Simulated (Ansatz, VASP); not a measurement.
**GaSb: VASP beside Ansatz**

```
Ga Sb
1.0
     0.00000    3.18879    3.06615
     3.18879    0.00000    3.06615
     3.18879    3.18879    0.00000
Ga Sb
1 1
Direct
  0.00000 0.00000 0.00000
  0.75000 0.75000 0.75000
```

Change from the starting cell: strain +0.0400 x Voigt [1, 1, 0, 0, 0, 0], atoms carried along.

Alike in both runs: task single point; functional r2SCAN; k mesh 10 × 10 × 10; occupations gaussian, width 0.05 eV; no spin polarisation.

|  | VASP | Ansatz |
| --- | --- | --- |
| version | VASP 6.6.1 | Ansatz 0.2.0 |
| potentials or method | VASP PAW PBE potentials, release 64 (Ga_d, Sb), cutoff 520 eV | scalar-relativistic, plane waves, PAW |
| valence electrons in the cell | 18 | 28 |

|  | VASP | Ansatz | Ansatz less VASP |
| --- | --- | --- | --- |
| gap on the k mesh at the Fermi level (eV) | 0.21 | 0.21 | 0.000 |
| least direct gap on the mesh (eV) | 0.21 | 0.21 | 0.000 |
| pressure (GPa) | -3.4 | -3.5 | -0.05 |
| traceless stress, the component that is largest in VASP (GPa) | 1.13 | 1.13 | +0.007 |

VASP's potentials were made for PBE, not for r2SCAN. VASP's potentials hold 18 valence electrons a cell and Ansatz's 28, so a difference there can come from the potentials and not from the codes.

Neither program's run includes spin-orbit coupling.
